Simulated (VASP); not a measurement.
Runs of VASP 6.6.1 on Cd. The structure is that of space group Fm-3m (No. 225), or close to it. The cells are those of the table. 

```csv
potentials or basis,cell,cutoff (eV),second run,gap on the mesh (eV),pressure (GPa)
"VASP PAW LDA potentials, release 64 (Cd)","a = 3.085 Å, angles 60.0°, 1 atom",520,-,none,-1.9
"VASP PAW LDA potentials, release 64 (Cd_sv_GW)","a = 2.918 Å, angles 60.0°, 1 atom",540,valence_matched,none,(b)
"VASP PAW LDA potentials, release 64 (Cd)","a = 3.045 Å, angles 60.0°, 1 atom",520,-,none,0.7
"VASP PAW LDA potentials, release 64 (Cd)","a = 2.961 Å, angles 60.0°, 1 atom",520,-,none,8.4
"VASP PAW LDA potentials, release 64 (Cd)","a = 3.003 Å, angles 60.0°, 1 atom",520,-,none,4.0
"VASP PAW LDA potentials, release 64 (Cd)","a = 2.918 Å, angles 60.0°, 1 atom",520,-,none,14.0
"VASP PAW LDA potentials, release 64 (Cd_sv_GW)","a = 2.961 Å, angles 60.0°, 1 atom",540,valence_matched,none,(a)
"VASP PAW LDA potentials, release 64 (Cd)","a = 3.162 Å, angles 60.0°, 1 atom",520,-,none,(c)
```

Alike in all rows: task single point; level LDA; no spin polarisation; k mesh 14 × 14 × 14; smearing fermi-dirac 0.1 eV.

Question: Fill in the values left out.

Answer: (a) 5.1; (b) 10.5; (c) -5.4.

A k mesh can miss the band edges, and the runs leave out spin-orbit coupling on Cd.

A gap of «none» marks levels without a gap at the run's occupations.

The runs don't all hold the same shells in valence.
